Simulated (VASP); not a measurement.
The system is Si5Se.

```xyz
6
Lattice="5.7025 0.0000 0.0000 -2.8513 4.9385 0.0000 0.0000 0.0000 3.5583" Properties=species:S:1:pos:R:3 pbc="T T T"
Si    2.8513    0.0000    1.7792
Si   -1.4256    2.4693    1.7792
Si    1.4256    2.4693    1.7792
Si    0.0000    3.2924    1.7792
Si    2.8513    1.6462    1.7792
Se    0.0000    0.0000    0.0000
```

The cell was generated, and may not be a known phase.

```yaml
Program: VASP 6.6.1
Task: relaxation of cell and atoms
Functional: PBE
Potentials_or_basis: VASP PAW PBE potentials, release 64 (Si, Se)
Cutoff: 600 eV
k_mesh: 6 × 6 × 6
Occupations: gaussian, width 0.1 eV
Spin: no spin polarisation
```

At the start: pressure 132.9 GPa; volume 16.70 Å³/atom.

Question: Where does the relaxation end?

Answer: Over 20 steps the energy falls by 5660.0 meV/atom and the volume is 24.27 Å³/atom (+45.3 %); space group P6/mmm (No. 191, to 0.1 Å) before and after.

Step by step:
| step | energy change (eV) | largest force (eV/Å) | pressure (GPa) | volume (Å³) |
| --- | --- | --- | --- | --- |
| 1 | 0.0000 | 0.0000 | 132.88 | 100.21 |
| 2 | -22.4147 | 0.0000 | -5.66 | 398.47 |
| 3 | -23.4929 | 0.0000 | -6.15 | 364.67 |
| 4 | -24.5357 | 0.0000 | -6.60 | 334.88 |
| 5 | -29.0510 | 0.0000 | -4.93 | 200.78 |
| 6 | -28.3867 | 0.0000 | 6.47 | 158.88 |
| 7 | -29.1761 | 0.0000 | -3.91 | 191.14 |
| 8 | -29.2075 | 0.0000 | -2.91 | 184.05 |
| 9 | -29.2055 | 0.0000 | -3.23 | 185.98 |
| 10 | -30.0151 | 0.0000 | -3.25 | 173.58 |
| 11 | -33.6769 | 0.0000 | 3.56 | 135.68 |
| 12 | -31.8069 | 0.0000 | 23.34 | 119.26 |
| 13 | -33.7036 | 0.0000 | 4.54 | 134.20 |
| 14 | -33.5784 | 0.0000 | 5.78 | 138.59 |
| 15 | -33.8466 | 0.0000 | 4.26 | 136.25 |
| 16 | -33.8485 | 0.0000 | 4.28 | 136.45 |
| 17 | -33.9501 | 0.0000 | -1.02 | 147.81 |
| 18 | -33.9588 | 0.0000 | 0.02 | 145.14 |
| 19 | -33.9588 | 0.0000 | -0.05 | 145.32 |
| 20 | -33.9602 | 0.0000 | -0.06 | 145.59 |

Final structure:
```yaml
crystal:
  lattice:
    - [8.24215, 0.00000, 0.00000]
    - [-4.12108, 7.13791, 0.00000]
    - [0.00000, 0.00000, 2.47472]
  atoms:
    - { symbol: Si, position: [0.50000, 0.00000, 0.50000] }
    - { symbol: Si, position: [0.00000, 0.50000, 0.50000] }
    - { symbol: Si, position: [0.50000, 0.50000, 0.50000] }
    - { symbol: Si, position: [0.33333, 0.66667, 0.50000] }
    - { symbol: Si, position: [0.66667, 0.33333, 0.50000] }
    - { symbol: Se, position: [0.00000, 0.00000, 0.00000] }
```

Caveat: the volume moved by over 15 % at a fixed basis, so the end points are rough.
